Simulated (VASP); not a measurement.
Input of a VASP 6.6.1 run:

The input POSCAR:

```
KSrBr3
1.0
    6.0864973656      0.0000000000      0.0000000000
    0.0000000000      6.0864973656      0.0000000000
    0.0000000000      0.0000000000      6.0864973656
K Sr Br
1 1 3
Direct
    0.0000000000      0.0000000000      0.0000000000
    0.5000000000      0.5000000000      0.5000000000
    0.5000000000      0.5000000000      0.0000000000
    0.5000000000      0.0000000000      0.5000000000
    0.0000000000      0.5000000000      0.5000000000
```

Contents of INCAR.step1:

```
SYSTEM = KSrBr3
PREC = Accurate ; ENCUT = 520
ISMEAR = 0 ; SIGMA = 0.01
LREAL = .FALSE. ; LASPH = .TRUE.
NELM = 80 ; NBANDS = 28
GGA = PE ; ALGO = Normal
EDIFF = 1E-4 ; LWAVE = .TRUE.
LCHARG = .FALSE.
```

File INCAR.step2:

```
SYSTEM = KSrBr3
PREC = Accurate ; ENCUT = 520
EDIFF = 1E-7 ; ISMEAR = 0
SIGMA = 0.01 ; LREAL = .FALSE.
LASPH = .TRUE. ; NELM = 80
ALGO = Normal ; ISIF = 2
LWAVE = .FALSE. ; LCHARG = .TRUE.
METAGGA = R2SCAN ; LMIXTAU = .TRUE.
LELF = .TRUE. ; LVHAR = .TRUE.
NBANDS = 28 ; ISTART = 1
```

The input KPOINTS:

```
regular mesh
0
G
  4 4 4
  0 0 0
```

Potentials or basis: VASP PAW PBE potentials, release 64 (K_sv, Sr_sv, Br).

Run with:

```sh
$ cat potpaw_PBE.64/K_sv/POTCAR potpaw_PBE.64/Sr_sv/POTCAR potpaw_PBE.64/Br/POTCAR > POTCAR
$ cp INCAR.step1 INCAR
$ mpirun -np 1 vasp_std > vasp.out
$ cp INCAR.step2 INCAR
$ mpirun -np 1 vasp_std > vasp.out
```

(1) Predict the band gap on the k mesh.

(2) What does it give for the pressure?

## Answers

(1) 4.35 eV, indirect (least direct gap 4.60 eV).

(2) -1.1 GPa.

Caveat: the cell differs from its parent crystal (strain +2.5%); the PAW data sets were made with another functional, which shifts forces and pressure a little.
